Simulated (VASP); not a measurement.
# CdS (Hawleyite) (F-43m) in VASP: notebook

CdS (Hawleyite) is run at these levels: LDA; tasks: vibrations by perturbation theory.

Program: VASP 6.6.1. These are calculated values, not measurements. Logs are shortened: lines on timing, memory, paths and dates and some standing lists are left out, and cuts for length are marked.

### Step 1. The cell of the first run

Symmetry: F-43m, No. 216, cubic system. The conventional cell has a = 5.544 Å, b = 5.544 Å, c = 5.544 Å, α = 90.00°, β = 90.00°, γ = 90.00°. Within 3.2 Å of Cd (site symmetry -43m) lie 4 S at 2.40 Å. Within 3.2 Å of S (site symmetry -43m) lie 4 Cd at 2.40 Å.

### Step 2. Vibrations by perturbation theory, LDA

Contents of INCAR:

```
  PREC = Accurate
  ENCUT = 520
  EDIFF = 1E-8
  ISMEAR = 0
  SIGMA = 0.01
  LREAL = F
  LASPH = T
  NELM = 100
  ALGO = Normal
  ISIF = 2
  LWAVE = F
  LCHARG = F
  NBANDS = 16
  IBRION = 8
  NSW = 1
```

Contents of KPOINTS:

```
regular mesh
0
Gamma
  8 8 8
```

Contents of POSCAR:

```
CdS
1.0
    2.7718631311      2.7718631311      0.0000000000
   -2.7718631311      2.7718631311      0.0000000000
    0.0000000000      2.7718631311      2.7718631311
Cd S
1 1
Direct
    0.0000000000      0.0000000000      0.0000000000
    0.7500000000      0.2500000000      0.5000000000
```

Potentials or basis: VASP PAW LDA potentials, release 64 (Cd, S).

On the command line:

```console
> cat potpaw_LDA.64/Cd/POTCAR potpaw_LDA.64/S/POTCAR > POTCAR
> mpirun -np 1 vasp_std > vasp.out
```

OUTCAR:

```text
PREC = Accurate
   ENCUT = 520
   EDIFF = 1E-8
   ISMEAR = 0
   LREAL = F
   LASPH = T
   NELM = 100
   ISIF = 2
   IBRION = 8
   NSW = 1

 ion  position               nearest neighbor table
   1  0.000  0.000  0.000-   2 2.40   2 2.40   2 2.40   2 2.40
   2  0.750  0.250  0.500-   1 2.40   1 2.40   1 2.40   1 2.40

  LATTYP: Found a face centered cubic cell.
 ALAT       =     5.5437262622

  Lattice vectors:

 A1 = (   0.0000000000,   2.7718631311,   2.7718631311)
 A2 = (   2.7718631311,   0.0000000000,   2.7718631311)
 A3 = (   2.7718631311,   2.7718631311,   0.0000000000)

Analysis of symmetry for initial positions (statically):
=====================================================================
 Subroutine PRICEL returns:
 Original cell was already a primitive cell.

 Routine SETGRP: Setting up the symmetry group for a
 face centered cubic supercell.

 Subroutine GETGRP returns: Found 24 space group operations
 (whereof 24 operations were pure point group operations)
 out of a pool of 48 trial point group operations.

The static configuration has the point symmetry T_d .

Analysis of symmetry for dynamics (positions and initial velocities):
=====================================================================
 Subroutine PRICEL returns:
 Original cell was already a primitive cell.

 Routine SETGRP: Setting up the symmetry group for a
 face centered cubic supercell.

 Subroutine GETGRP returns: Found 24 space group operations
 (whereof 24 operations were pure point group operations)
 out of a pool of 48 trial point group operations.

The dynamic configuration has the point symmetry T_d .

 Subroutine INISYM returns: Found 24 space group operations
 (whereof 24 operations are pure point group operations),
 and found     1 'primitive' translations

----------------------------------------------------------------------------------------

[... 616 lines left out ...]
  external PRESSURE =     108.5560411 kB  Pullay stress =       0.0000000 kB

 VOLUME and BASIS-vectors are now :
 -----------------------------------------------------------------------------
  energy-cutoff  :      520.00
  volume of cell :       42.59
      direct lattice vectors                 reciprocal lattice vectors
     2.771863131  2.771863131  0.000000000     0.180384087  0.180384087 -0.180384087
    -2.771863131  2.771863131  0.000000000    -0.180384087  0.180384087 -0.180384087
     0.000000000  2.771863131  2.771863131     0.000000000  0.000000000  0.360768174

 POSITION                                       TOTAL-FORCE (eV/Angst)
 -----------------------------------------------------------------------------------
      0.00000      0.00000      0.00000        -0.000000      0.000000     -0.000000
      1.38593      4.15779      1.38593         0.000000     -0.000000      0.000000
 -----------------------------------------------------------------------------------
    total drift:                               -0.000000     -0.000000     -0.000000

  FREE ENERGIE OF THE ION-ELECTRON SYSTEM (eV)
  ---------------------------------------------------
  free  energy   TOTEN  =        -7.2406146280 eV

  energy  without entropy=       -7.2406146280  energy(sigma->0) =       -7.24061463

[... ionic steps 2 to 3 ...]

--------------------------------------- Ionic step        4  -------------------------------------------

------------------------ aborting loop because EDIFF is reached ----------------------------------------

[... ionic steps 5 to 6 ...]

--------------------------------------- Ionic step        7  -------------------------------------------

 Free energy of the ion-electron system (eV)
  ---------------------------------------------------
  ---------------------------------------------------
  free energy    TOTEN  =        -0.10586368 eV

  energy without entropy =       -0.10586368

------------------------ aborting loop because EDIFF is reached ----------------------------------------

 INTERNAL STRAIN TENSOR  FOR ION    2  DIRECTION 1   (eV/Angst):
 -----------------------------------------------------------------------------
     0.01606  0.00000 -0.00000
     0.00000 -0.01997 12.92356
     0.00000 12.92356 -0.01997

 INTERNAL STRAIN TENSOR FOR ION    2 for displacements in x,y,z  (eV/Angst):
          X           Y           Z          XY          YZ          ZX
  --------------------------------------------------------------------------------
  x     0.00000    -0.00000    -0.00000    -0.00000    12.92356    -0.00000
  y     0.00000    -0.00000     0.00000    -0.00000    -0.00000    12.92356
  z    -0.00000    -0.00000     0.00000    12.92356    -0.00000     0.00000

 SECOND DERIVATIVES (NOT SYMMETRIZED)
 ------------------------------------
               1X          1Y          1Z          2X          2Y          2Z
  1X    -8.368224    0.000000    0.000000    8.368224    0.000000    0.000000
  1Y     0.000000   -8.368224    0.000000    0.000000    8.368224    0.000000
  1Z     0.000000    0.000000   -8.368224    0.000000    0.000000    8.368224
  2X     8.349152    0.000000   -0.000000   -8.349152   -0.000000    0.000000
  2Y    -0.000000    8.349152    0.000000    0.000000   -8.349152   -0.000000
  2Z    -0.000000    0.000000    8.349152    0.000000   -0.000000   -8.349152

 Eigenvectors and eigenvalues of the dynamical matrix
 ----------------------------------------------------

   1 f  =    9.045958 THz    56.837432 2PiTHz  301.740687 cm-1    37.411060 meV
             X         Y         Z           dx          dy          dz
      0.000000  0.000000  0.000000     0.433228   -0.186153    0.000000
      1.385932  4.157795  1.385932    -0.810220    0.348143    0.000000
[... 21 lines left out ...]
   6 f/i=    0.004291 THz     0.026962 2PiTHz    0.143139 cm-1     0.017747 meV
             X         Y         Z           dx          dy          dz
      0.000000  0.000000  0.000000     0.073461   -0.360292    0.801532
      1.385932  4.157795  1.385932     0.039280   -0.192650    0.428582

--------------------------------------------------------------------------------------------------------

 ELASTIC MODULI CONTR FROM IONIC RELAXATION (kBar)
 Direction    XX          YY          ZZ          XY          YZ          ZX
 --------------------------------------------------------------------------------
 XX          -0.0000      0.0000      0.0000      0.0000     -0.0000     -0.0000
 YY           0.0000     -0.0000      0.0000      0.0000      0.0000      0.0000
 ZZ           0.0000      0.0000     -0.0000     -0.0000      0.0000     -0.0000
 XY           0.0000      0.0000     -0.0000   -756.7173      0.0000      0.0000
 YZ          -0.0000      0.0000      0.0000      0.0000   -756.7173     -0.0000
 ZX          -0.0000      0.0000     -0.0000      0.0000     -0.0000   -756.7173
 --------------------------------------------------------------------------------
```

OSZICAR:

```text
N       E                     dE             d eps       ncg     rms          rms(c)
DAV:   1     0.106371802710E+03    0.10637E+03   -0.94469E+03   968   0.106E+03
DAV:   2    -0.384446258858E+01   -0.11022E+03   -0.10343E+03  1152   0.257E+02
[... 42 lines left out ...]
RMM:   7    -0.105865099776E+00   -0.55448E-05    0.22234E-08  5170   0.996E-04    0.667E-04
RMM:   8    -0.105864056236E+00    0.10435E-05    0.65844E-09  5304   0.166E-04    0.319E-04
RMM:   9    -0.105863598319E+00    0.45792E-06    0.44709E-09  5278   0.831E-05    0.307E-05
RMM:  10    -0.105863726486E+00   -0.12817E-06   -0.60284E-09  5290   0.184E-05    0.837E-06
RMM:  11    -0.105863675053E+00    0.51433E-07   -0.10565E-08  5023   0.720E-06    0.530E-06
RMM:  12    -0.105863678133E+00   -0.30804E-08   -0.15369E-08  3765   0.151E-06    0.238E-06
 Linear response finished
```

It took 96 s on 1 thread of Intel Xeon 6975P-C (Granite Rapids), shared host; peak memory 0.28 GiB.

Results:

```yaml
Highest_phonon_frequency_at_Γ_LO-TO_splitting_left_out: 302 cm⁻¹
```

Phonon frequencies in cm⁻¹ (negative: imaginary):
| q point | frequencies |
| --- | --- |
| (0.000, 0.000, 0.000) | 0 0 0 302 302 302 |

Caveat: the cell wasn't relaxed at this level first, which shifts response properties.

(Part 1 of 2 ends here.)
